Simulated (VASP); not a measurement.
Input of a VASP 6.6.1 run:

Contents of INCAR:

```
ALGO = Normal
EDIFF = 1E-7
EDIFFG = -0.03
ENCUT = 500
GGA = PS
GGA_COMPAT = F
IBRION = 2
ISIF = 3
ISMEAR = -1
LASPH = T
LCHARG = F
LREAL = F
LWAVE = F
NELM = 120
NELMIN = 4
NSW = 80
PREC = Accurate
SIGMA = 0.1
```

File KPOINTS:

```
k-points
0
Gamma
  9 9 9
```

Contents of POSCAR:

```
Au
1.0
    0.0000000000      2.0350000000      2.0350000000
    2.0350000000      0.0000000000      2.0350000000
    2.0350000000      2.0350000000      0.0000000000
Au
1
Direct
    0.0000000000      0.0000000000      0.0000000000
```

Potentials or basis: VASP PAW PBE potentials, release 64 (Au).

Run with:

```console
$ cat potpaw_PBE.64/Au/POTCAR > POTCAR
$ mpirun -np 1 vasp_std > vasp.out
```

**Question.** What does it give for the band gap on the k mesh?

**Answer.** Zero (an odd number of electrons rules out a gap without spin polarisation).

**Question.** Estimate the space group after relaxing (to 0.1 Å).

**Answer.** Fm-3m (No. 225).

**Question.** What does it give for the relaxed volume?

**Answer.** 16.98 Å³/atom.

Final structure:
```yaml
crystal:
  lattice:
    - [0.00000, 2.03994, 2.03994]
    - [2.03994, 0.00000, 2.03994]
    - [2.03994, 2.03994, 0.00000]
  atoms:
    - { symbol: Au, position: [0.00000, 0.00000, 0.00000] }
```

Caveat: the PAW data sets were made with another functional, which shifts forces and pressure a little; spin-orbit coupling is left out, which moves the levels of the heavy elements. Zero-point motion and thermal expansion aren't in these numbers.
